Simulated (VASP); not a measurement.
# Li2O (pbe) (Fm-3m) in VASP: a series of runs

The runs below take Li2O (pbe) through single point, relaxation of cell and atoms, with PBE.

Everything below comes from runs of VASP 6.6.1. Logs are shortened: lines on timing, memory, paths and dates and some standing lists are left out, and cuts for length are marked.

### Step 1. The cell of the first run

Symmetry: Fm-3m, No. 225, cubic system. Conventional cell: a = 4.627 Å, b = 4.627 Å, c = 4.627 Å, α = 90.00°, β = 90.00°, γ = 90.00°. Li (site symmetry -43m) has 4 O at 2.00 Å and 6 Li at 2.31 Å within 2.7 Å. Within 2.7 Å of O (site symmetry m-3m) lie 8 Li at 2.00 Å.

### Step 2. Single point, PBE

File INCAR:

```
PREC = Accurate
ENCUT = 750
EDIFF = 1E-6
ISMEAR = 0
SIGMA = 0.1
LREAL = F
LASPH = T
NELM = 120
ALGO = Normal
ISIF = 2
LWAVE = F
LCHARG = F
GGA = PE
NBANDS = 13
GGA_COMPAT = F
```

File KPOINTS:

```
Automatic mesh
0
Gamma
  6 6 6
```

File POSCAR:

```
Li2O
1.0
    0.0000000000      2.3135000000      2.3135000000
    2.3135000000      0.0000000000      2.3135000000
    2.3135000000      2.3135000000      0.0000000000
Li O
2 1
Direct
    0.2500000000      0.2500000000      0.2500000000
    0.7500000000      0.7500000000      0.7500000000
    0.0000000000      0.0000000000      0.0000000000
```

Potentials or basis: VASP PAW PBE potentials, release 64 (Li_sv, O).

The run is started by

```sh
$ cat potpaw_PBE.64/Li_sv/POTCAR potpaw_PBE.64/O/POTCAR > POTCAR
$ mpirun -np 1 vasp_std > vasp.out
```

OUTCAR:

```text
PREC = Accurate
   ENCUT = 750
   EDIFF = 1E-6
   ISMEAR = 0
   LREAL = F
   LASPH = T
   NELM = 120
   ISIF = 2
   GGA = PE

 ion  position               nearest neighbor table
   1  0.250  0.250  0.250-   3 2.00   3 2.00   3 2.00   3 2.00   2 2.31   2 2.31   2 2.31   2 2.31
                             2 2.31   2 2.31
   2  0.750  0.750  0.750-   3 2.00   3 2.00   3 2.00   3 2.00   1 2.31   1 2.31   1 2.31   1 2.31
                             1 2.31   1 2.31
   3  0.000  0.000  0.000-   2 2.00   2 2.00   2 2.00   1 2.00   2 2.00   1 2.00   1 2.00   1 2.00

  LATTYP: Found a face centered cubic cell.
 ALAT       =     4.6270000000

  Lattice vectors:

 A1 = (   0.0000000000,   2.3135000000,   2.3135000000)
 A2 = (   2.3135000000,   0.0000000000,   2.3135000000)
 A3 = (   2.3135000000,   2.3135000000,   0.0000000000)

Analysis of symmetry for initial positions (statically):
=====================================================================
 Subroutine PRICEL returns:
 Original cell was already a primitive cell.

 Routine SETGRP: Setting up the symmetry group for a
 face centered cubic supercell.

 Subroutine GETGRP returns: Found 48 space group operations
 (whereof 48 operations were pure point group operations)
 out of a pool of 48 trial point group operations.

The static configuration has the point symmetry O_h .

Analysis of symmetry for dynamics (positions and initial velocities):
=====================================================================
 Subroutine PRICEL returns:
 Original cell was already a primitive cell.

 Routine SETGRP: Setting up the symmetry group for a
 face centered cubic supercell.

 Subroutine GETGRP returns: Found 48 space group operations
 (whereof 48 operations were pure point group operations)
 out of a pool of 48 trial point group operations.

The dynamic configuration has the point symmetry O_h .

 Subroutine INISYM returns: Found 48 space group operations
 (whereof 48 operations are pure point group operations),
 and found     1 'primitive' translations

----------------------------------------------------------------------------------------

                                     Primitive cell

  volume of cell :      24.7650

  direct lattice vectors                    reciprocal lattice vectors
     0.000000000  2.313500000  2.313500000    -0.216122758  0.216122758  0.216122758
     2.313500000  0.000000000  2.313500000     0.216122758 -0.216122758  0.216122758
     2.313500000  2.313500000  0.000000000     0.216122758  0.216122758 -0.216122758

  length of vectors
     3.271783077  3.271783077  3.271783077     0.374335597  0.374335597  0.374335597

  position of ions in fractional coordinates (direct lattice)
     0.250000000  0.250000000  0.250000000
     0.750000000  0.750000000  0.750000000
     0.000000000  0.000000000  0.000000000

  ion indices of the primitive-cell ions
   primitive index   ion index
                 1           1
                 2           2
                 3           3

----------------------------------------------------------------------------------------

 KPOINTS: Automatic mesh

Automatic generation of k-mesh.
 Grid dimensions read from file:
 generate k-points for:    6    6    6

 Generating k-lattice:

  Cartesian coordinates                     Fractional coordinates (reciprocal lattice)
    -0.036020460  0.036020460  0.036020460     0.166666667  0.000000000  0.000000000
     0.036020460 -0.036020460  0.036020460     0.000000000  0.166666667  0.000000000
     0.036020460  0.036020460 -0.036020460     0.000000000  0.000000000  0.166666667

  Length of vectors
     0.062389266  0.062389266  0.062389266

  Shift w.r.t. Gamma in fractional coordinates (k-lattice)
     0.000000000  0.000000000  0.000000000

 Subroutine IBZKPT returns following result:
 ===========================================

 Found     16 irreducible k-points:

 Following reciprocal coordinates:
            Coordinates               Weight
  0.000000  0.000000  0.000000      1.000000
  0.166667  0.000000  0.000000      8.000000
  0.333333  0.000000  0.000000      8.000000
  0.500000  0.000000  0.000000      4.000000
  0.166667  0.166667  0.000000      6.000000
  0.333333  0.166667  0.000000     24.000000
[... 8 lines left out ...]
 -0.333333  0.333333  0.166667     24.000000
 -0.333333  0.500000  0.166667     12.000000
   k-points           NKPTS =     16   k-points in BZ     NKDIM =     16   number of bands    NBANDS=     13
   number of dos      NEDOS =    301   number of ions     NIONS =      3
   total plane-waves  NPLWV =  27000
   dimension x,y,z NGX =    30 NGY =   30 NGZ =   30
   dimension x,y,z NGXF=    60 NGYF=   60 NGZF=   60
   ions per type =               2   1
   NGX,Y,Z   is equivalent  to a cutoff of  15.24, 15.24, 15.24 a.u.
   NGXF,Y,Z  is equivalent  to a cutoff of  30.49, 30.49, 30.49 a.u.
 SYSTEM =  unknown system
   PREC   = accura    normal or accurate (medium, high low for compatibility)
   ISTART =      0    job   : 0-new  1-cont  2-samecut
   ICHARG =      2    charge: 1-file 2-atom 10-const
   ISPIN  =      1    spin polarized calculation?
   LNONCOLLINEAR =      F non collinear calculations
   LSORBIT =      F    spin-orbit coupling
   LASPH  =      T    aspherical Exc in radial PAW
   ENCUT  =  750.0 eV  55.12 Ry    7.42 a.u.   7.31  7.31  7.31*2*pi/ulx,y,z
   NELM   =    120;   NELMIN=  2; NELMDL= -5     # of ELM steps
   EDIFF  = 0.1E-05   stopping-criterion for ELM
   LREAL  =      F    real-space projection
   EDIFFG = 0.1E-04   stopping-criterion for IOM
   NSW    =      0    number of steps for IOM
   IBRION =     -1    ionic relax: 0-MD 1-quasi-New 2-CG
   NFREE  =      0    steps in history (QN), initial steepest desc. (CG)
   ISIF   =      2    stress and relaxation
   ISYM   =      2    0-nonsym 1-usesym 2-fastsym
   POTIM  = 0.5000    time-step for ionic-motion
   TEBEG  =    0.0;   TEEND  =   0.0 temperature during run
   PSTRESS=    0.0 pullay stress
   NELECT =      12.0000    total number of electrons
   NUPDOWN=      -1.0000    fix difference up-down
   EMIN   =  10.00;   EMAX   =-10.00  energy-range for DOS
   EFERMI =   0.00;   METHOD = LEGACY
   ISMEAR =     0;   SIGMA  =   0.10  broadening in eV -4-tet -1-fermi 0-gaus
   EFERMI_NEDOS =   21; number of points for ismear=-14 and -15
   IALGO  =     38    algorithm
   IMIX   =      4    mixing-type and parameters
     AMIX     =   0.40;   BMIX     =  1.00
     AMIX_MAG =   1.60;   BMIX_MAG =  1.00
  volume/ion in A,a.u.               =       8.26        55.71
  Fermi-wavevector in a.u.,A,eV,Ry     =   1.285846  2.429897 22.495884  1.653401
  Thomas-Fermi vector in A             =   2.417956
   LORBIT       =      0    0 simple, 1 ext, 2 COOP (PROOUT), +10 PAW based schemes
   GGA     = PE    functional components
   LHFCALC =     F    Hartree Fock is set to
   AEXX    =    0.0000 exact exchange contribution
   IVDW    =     0    specifies the selected vdW correction
   LEPSILON=     F    determine dielectric tensor
   LRPA    =     F    only Hartree local field effects (RPA)
 non-spin polarized calculation
 Gauss-broadening in eV      SIGMA  =   0.10
  energy-cutoff  :      750.00
  volume of cell :       24.77
 maximum number of plane-waves:      1173
 NGX is ok and might be reduce to    30
   NGX = 15   NGY = 15   NGZ = 15

 number of electron      11.9999999 magnetization

 Free energy of the ion-electron system (eV)
  ---------------------------------------------------
  ext. energy  EPLUGINS =         0.00000000
  ---------------------------------------------------
  free energy    TOTEN  =       -14.35604539 eV

  energy without entropy =      -14.35604539  energy(sigma->0) =      -14.35604539

 E-fermi :   1.8621     XC(G=0):  -9.7320

 val. band max:        1.3083093595   @ k =   0.0000   0.0000   0.0000
 cond. band min:       6.2776399835   @ k =   0.5000   0.5000   0.0000
 fundamental gap:      4.9693306240
 Fermi energy:         1.8620540708

 k-point     1 :       0.0000    0.0000    0.0000
  band No.  band energies     occupation
      1     -41.6841      2.00000
      2     -41.3596      2.00000
      3     -14.1324      2.00000
      4       1.3083      2.00000
      5       1.3083      2.00000
      6       1.3083      2.00000
      7       6.5393      0.00000
      8      13.2179      0.00000
      9      13.2179      0.00000
     10      13.2179      0.00000
     11      20.2582      0.00000
     12      20.2582      0.00000
     13      20.2582      0.00000

 k-point     2 :       0.1667    0.0000    0.0000
  band No.  band energies     occupation
      1     -41.6591      2.00000
      2     -41.3784      2.00000
      3     -14.0802      2.00000
      4       0.4716      2.00000
      5       1.1876      2.00000
      6       1.1876      2.00000
      7       7.2448      0.00000
      8      13.2046      0.00000
      9      13.5508      0.00000
     10      13.5508      0.00000
     11      18.4737      0.00000
     12      18.4737      0.00000
     13      21.1250      0.00000

 k-point     3 :       0.3333    0.0000    0.0000
  band No.  band energies     occupation
      1     -41.5932      2.00000
      2     -41.4316      2.00000
      3     -13.9674      2.00000
      4      -0.8714      2.00000
      5       0.9672      2.00000
      6       0.9672      2.00000
      7       8.8091      0.00000
      8      12.5080      0.00000
      9      13.5990      0.00000
     10      13.5990      0.00000
     11      18.3011      0.00000
     12      18.3011      0.00000
     13      22.9666      0.00000

 k-point     4 :       0.5000    0.0000    0.0000
  band No.  band energies     occupation
      1     -41.5098      2.00000
      2     -41.5087      2.00000
      3     -13.9064      2.00000
      4      -1.4507      2.00000
      5       0.8656      2.00000
      6       0.8656      2.00000
      7      10.4879      0.00000
      8      11.0709      0.00000
      9      13.3447      0.00000
     10      13.3447      0.00000
     11      19.0894      0.00000
     12      19.0894      0.00000
     13      24.0209      0.00000

 k-point     5 :       0.1667    0.1667    0.0000
  band No.  band energies     occupation
      1     -41.6526      2.00000
      2     -41.3827      2.00000
      3     -14.0643      2.00000
      4       0.6795      2.00000
      5       0.9273      2.00000
      6       0.9273      2.00000
      7       7.2438      0.00000
      8      13.4864      0.00000
      9      13.4864      0.00000
     10      13.9778      0.00000
     11      16.2337      0.00000
     12      22.0007      0.00000
     13      22.0007      0.00000
[... 129 lines left out ...]
 k-point    14 :       0.5000    0.3333    0.1667
  band No.  band energies     occupation
      1     -41.5614      2.00000
      2     -41.4543      2.00000
      3     -13.9010      2.00000
      4      -0.7021      2.00000
      5       0.1244      2.00000
      6       0.5496      2.00000
      7       8.2972      0.00000
      8      12.3151      0.00000
      9      14.5934      0.00000
     10      15.1660      0.00000
     11      16.7151      0.00000
     12      21.1357      0.00000
     13      23.4606      0.00000

 k-point    15 :      -0.3333    0.3333    0.1667
  band No.  band energies     occupation
      1     -41.5058      2.00000
      2     -41.5055      2.00000
      3     -13.8620      2.00000
      4      -0.9177      2.00000
      5       0.0594      2.00000
      6       0.2644      2.00000
      7       8.8219      0.00000
      8      11.6278      0.00000
      9      14.8727      0.00000
     10      15.0652      0.00000
     11      18.9166      0.00000
     12      19.2601      0.00000
     13      24.2976      0.00000

 k-point    16 :      -0.3333    0.5000    0.1667
  band No.  band energies     occupation
      1     -41.5308      2.00000
      2     -41.4779      2.00000
      3     -13.8501      2.00000
      4      -0.4006      2.00000
      5      -0.2312      2.00000
      6      -0.1188      2.00000
      7       7.7282      0.00000
      8      12.6076      0.00000
      9      15.0713      0.00000
     10      15.6475      0.00000
     11      18.0720      0.00000
     12      21.2297      0.00000
     13      23.2248      0.00000

------------------------ aborting loop because EDIFF is reached ----------------------------------------

  FORCE on cell =-STRESS in cart. coord.  units (eV):
  Direction    XX          YY          ZZ          XY          YZ          ZX
  --------------------------------------------------------------------------------------
  -------------------------------------------------------------------------------------
  Total       -0.0597843     -0.0597843     -0.0597843      0.0000000      0.0000000      0.0000000
  in kB       -3.8677558     -3.8677558     -3.8677558      0.0000000      0.0000000      0.0000000
  external PRESSURE =      -3.8677558 kB  Pullay stress =       0.0000000 kB

 VOLUME and BASIS-vectors are now :
 -----------------------------------------------------------------------------
  energy-cutoff  :      750.00
  volume of cell :       24.77
      direct lattice vectors                 reciprocal lattice vectors
     0.000000000  2.313500000  2.313500000    -0.216122758  0.216122758  0.216122758
     2.313500000  0.000000000  2.313500000     0.216122758 -0.216122758  0.216122758
     2.313500000  2.313500000  0.000000000     0.216122758  0.216122758 -0.216122758

 POSITION                                       TOTAL-FORCE (eV/Angst)
 -----------------------------------------------------------------------------------
      1.15675      1.15675      1.15675        -0.000000     -0.000000     -0.000000
      3.47025      3.47025      3.47025         0.000000      0.000000      0.000000
      0.00000      0.00000      0.00000        -0.000000      0.000000     -0.000000
 -----------------------------------------------------------------------------------
    total drift:                                0.000000     -0.000000      0.000000

  FREE ENERGIE OF THE ION-ELECTRON SYSTEM (eV)
  ---------------------------------------------------
  free  energy   TOTEN  =       -14.3560453870 eV

  energy  without entropy=      -14.3560453870  energy(sigma->0) =      -14.35604539
```

Wall time 19 s (1 thread of Intel Xeon 8259CL, shared host); peak memory 0.15 GiB.

What came out:

| Quantity | Value |
| --- | --- |
| Free energy | -14.3560 eV |
| Pressure | -0.4 GPa |
| Band gap on the k mesh | 4.97 eV, indirect (least direct gap 5.23 eV) |

### Step 3. Single point, PBE

Changes to INCAR since step 2:

```diff
@@ -4,3 +4,3 @@
 ISMEAR = 0
-SIGMA = 0.1
+SIGMA = 0.02
 LREAL = F
```

File KPOINTS:

```
Automatic mesh
0
Gamma
  8 8 8
```

File POSCAR:

```
Li2O
1.0
    0.0000000000      2.3125630644      2.3125630644
    2.3125630644      0.0000000000      2.3125630644
    2.3125630644      2.3125630644      0.0000000000
Li O
2 1
Direct
    0.2500000000      0.2500000000      0.2500000000
    0.7500000000      0.7500000000      0.7500000000
    0.0000000000      0.0000000000      0.0000000000
```

Potentials or basis: VASP PAW PBE potentials, release 64 (Li_sv, O).

The run is started by

```sh
$ cat potpaw_PBE.64/Li_sv/POTCAR potpaw_PBE.64/O/POTCAR > POTCAR
$ mpirun -np 1 vasp_std > vasp.out
```

Run time: 37 s. Hardware: 1 thread of Intel Xeon 8259CL, shared host; peak memory 0.16 GiB.

It converged, with:

```
Free energy            : -14.3562 eV
Pressure               : -0.3 GPa
Band gap on the k mesh : 4.97 eV, indirect (least direct gap 5.24 eV)
```

Levels at points of the mesh, in eV from the valence-band top:
```tsv
k point	band 2	band 3	band 4	band 5	band 6	band 7	band 8	band 9	band 10	band 11
(0.00, 0.00, 0.00)	-42.66	-15.44	0.00	0.00	0.00	5.24	11.92	11.92	11.92	18.96
(0.50, 0.00, 0.00)	-42.81	-15.22	-2.76	-0.44	-0.44	9.19	9.78	12.04	12.04	17.80
(0.50, 0.50, 0.00)	-42.76	-15.17	-1.60	-1.38	-1.38	4.97	13.50	13.50	14.67	15.70
```

A k mesh can miss the band edges.

(Continued in part 2 of 2.)
